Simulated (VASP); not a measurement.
**Ga3SbN2: single point with PBE**

Crystal: Ga3SbN2.

```
CELL_PARAMETERS angstrom
2.72793 1.57497 4.02960
-2.72793 1.57497 4.02960
0.00000 -3.14994 4.02960
ATOMIC_POSITIONS crystal
Ga 0.50000 0.50000 0.00000
Ga 0.50000 0.00000 0.50000
Ga 0.00000 0.50000 0.50000
Sb 0.50000 0.50000 0.50000
N 0.12531 0.12531 0.12531
N 0.87469 0.87469 0.87469
```

The cell was generated, and may not be a known phase.

```
Program                : VASP 6.6.1
Task                   : single point
Functional             : PBE
Potentials or basis    : VASP PAW PBE potentials, release 64 (Ga_d, Sb, N)
Cutoff                 : 520 eV
k mesh                 : 6 × 6 × 6
Occupations            : gaussian, width 0.1 eV
Spin                   : no spin polarisation
Dipole correction      : no
Further INCAR settings : ALGO = Normal; EDIFF = 1e-07; NBANDS = 36
```

The pressure is 6.3 GPa. The largest force is 0.202 eV/Å and the band gap on the k mesh is zero (bands 27 and 28 overlap by 1.21 eV).

Forces on the atoms (eV/Å):
```
Ga   0.000  0.000  0.000
Ga   0.000  0.000  0.000
Ga   0.000  0.000  0.000
Sb   0.000  0.000  0.000
N    0.000  0.000  0.202
N    0.000  0.000 -0.202
```

Stress tensor (GPa, compression positive):
```
 3.17  0.00  0.00
 0.00  3.17  0.00
 0.00  0.00 12.68
```

Levels at points of the mesh, in eV from the Fermi level:
```tsv
k point	band 23	band 24	band 25	band 26	band 27	band 28	band 29	band 30	band 31	band 32
(0.00, 0.00, 0.00)	-3.13	-3.13	-2.33	-1.40	-1.05	-1.05	0.28	0.28	1.54	1.54
(0.50, 0.00, 0.00)	-3.67	-2.59	-0.95	-0.49	0.10	0.16	0.21	1.89	3.31	3.77
(0.50, 0.50, 0.00)	-1.49	-0.30	-0.19	-0.18	-0.15	0.07	0.51	3.06	3.08	3.10
(0.50, 0.50, 0.50)	-2.86	-2.52	-1.09	0.03	0.03	0.88	1.65	1.65	3.82	3.82
```

It took 3.4 min on 1 thread of Intel(R) Xeon(R) 6975P-C (Granite Rapids), with other jobs on the host, peak memory 0.27 GiB.

Caveat: the stress differs along the axes, from 3 to 13 GPa; spin-orbit coupling is left out, which moves the levels of the heavy elements.
